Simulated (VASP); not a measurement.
Set up this calculation in VASP 6.6.1, as the native input.

```
Task                   : single point
Functional             : PBEsol
Potentials or basis    : VASP PAW PBE potentials, release 64 (Te, Mo_sv)
Cutoff                 : 520 eV
k mesh                 : 9 × 9 × 2
Occupations            : fermi-dirac, width 0.05 eV
Spin                   : no spin polarisation
Dipole correction      : no
Further INCAR settings : ALGO = Normal; EDIFF = 1e-06; NBANDS = 20
```

The structure of Te2Mo lies in POSCAR:

```
Te2Mo
1.0
    3.5838112019      0.0000000000      0.0000000000
   -1.7919056009      3.1036715432      0.0000000000
    0.0000000000      0.0000000000     17.6401145653
Te Mo
2 1
Direct
    0.3333333333      0.6666666667      0.1021445500
    0.3333333333      0.6666666667      0.8978554500
    0.0000000000      0.0000000000      0.0000000000
```

These files were run (other wordings do the same):

INCAR

```
ALGO = Normal
EDIFF = 1E-6
ENCUT = 520
GGA = PS
ISIF = 2
ISMEAR = -1
LASPH = True
LCHARG = True
LELF = True
LREAL = False
LVHAR = True
LWAVE = False
NBANDS = 20
NELM = 100
PREC = Accurate
SIGMA = 0.05
```

KPOINTS

```
k-points
0
Gamma
  9 9 2
```

Potentials or basis: VASP PAW PBE potentials, release 64 (Te, Mo_sv).

The run is started by

```console
$ cat potpaw_PBE.64/Te/POTCAR potpaw_PBE.64/Mo_sv/POTCAR > POTCAR
$ mpirun -np 1 vasp_std > vasp.out
```

Results of the run:

```
Largest force          : 0.416 eV/Å
Band gap on the k mesh : 1.02 eV
```

Caveat: there is no dipole correction, which matters where the two faces differ; the PAW data sets were made with another functional, which shifts forces and pressure a little; spin-orbit coupling is left out, which moves the levels of the heavy elements.

It took 3.1 min on 1 thread of AMD EPYC 7R13, on a shared host, peak memory 0.33 GiB.
